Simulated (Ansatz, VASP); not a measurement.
# CuO in VASP and in Ansatz

File INCAR:

```
SYSTEM = CuO
PREC = Accurate ; ENCUT = 700
EDIFF = 1E-6 ; ISMEAR = 0
SIGMA = 0.05 ; LREAL = .FALSE.
LASPH = .TRUE. ; NELM = 200
ALGO = Normal ; ISIF = 2
LWAVE = .FALSE. ; LCHARG = .FALSE.
LMAXMIX = 4 ; LDAU = .TRUE.
LDAUTYPE = 2 ; LDAUL = 2 -1
LDAUU = 5 0 ; LDAUJ = 0 0
LDAUPRINT = 1 ; GGA = CA
NBANDS = 33 ; GGA_COMPAT = .FALSE.
```

File KPOINTS:

```
Automatic mesh
0
G
  7 7 4
  0 0 0
```

Contents of POSCAR:

```
CuO
1.0
    2.3446497600     -1.7133998200      0.0000000000
    2.3446497600      1.7133998200      0.0000000000
   -0.8605499100      0.0000000000      5.0594394800
Cu O
2 2
Direct
    0.0032000000      0.4968000000      0.0000000000
    0.4968000000      0.0032000000      0.5000000000
    0.5714000000      0.4056000000      0.2537000000
    0.4056000000      0.5714000000      0.7537000000
```

Input for Ansatz:

```yaml
crystal:
  lattice:
    - [2.34464976, -1.71339982, 0.0]
    - [2.34464976, 1.71339982, 0.0]
    - [-0.86054991, 0.0, 5.05943948]
  atoms:
    - { symbol: Cu, position: [0.0032, 0.4968, 0.0] }
    - { symbol: Cu, position: [0.4968, 0.0032, 0.5] }
    - { symbol: O, position: [0.5714, 0.4056, 0.2537] }
    - { symbol: O, position: [0.4056, 0.5714, 0.7537] }
basis:
  ecutwfc: 420
  ecutrho_ratio: 4
kpoints:
  mp_grid: { grid: [7, 7, 4] }
hamiltonian:
  xc: lda
  hubbard:
    sites: [{ site: 0, l: d, u_eff: 5.0 }, { site: 1, l: d, u_eff: 5.0 }]
scf:
  occupations: { method: gaussian, width: 0.05 }
  lower_state_search: "off"
  max_iter: 150
output:
  forces: true
  stress: true
  eigenvalues: true
  populations: true
  hubbard: { sites: [{ site: 0, l: d }, { site: 1, l: d }] }
```

Alike in both runs: task single point; functional LDA; k mesh 7 × 7 × 4; occupations gaussian, width 0.05 eV; no spin polarisation; Hubbard terms Cu d U = 5.0 eV.

|  | VASP | Ansatz |
| --- | --- | --- |
| version | VASP 6.6.1 | Ansatz 0.2.0 |
| potentials or method | VASP PAW LDA potentials, release 64 (Cu_sv_GW, O), cutoff 700 eV | scalar-relativistic, plane waves, PAW |
| valence electrons in the cell | 50 | 50 |

Ansatz gave:

```
gap on the k mesh at the Fermi level (eV)                     : none
pressure (GPa)                                                : -7.0
traceless stress, the component that is largest in VASP (GPa) : 2.54
rms of the force components (eV/Å)                            : 0.440
```

Task: Estimate VASP's values.

Result: gap on the k mesh at the Fermi level (eV): none; pressure (GPa): -12.1; traceless stress, the component that is largest in VASP (GPa): 2.84; rms of the force components (eV/Å): 0.406.

LDA's correlation is that of Perdew and Zunger in VASP and of Perdew and Wang (1992) in Ansatz. The programs project onto different local orbitals, so the same U acts differently, and such runs can settle in different states. Atom by atom the forces differ by 0.038 eV/Å (rms over components). A gap of «none» marks a metal or a gap that the smearing closes. Ansatz's warnings: filled band counts differ across k points.
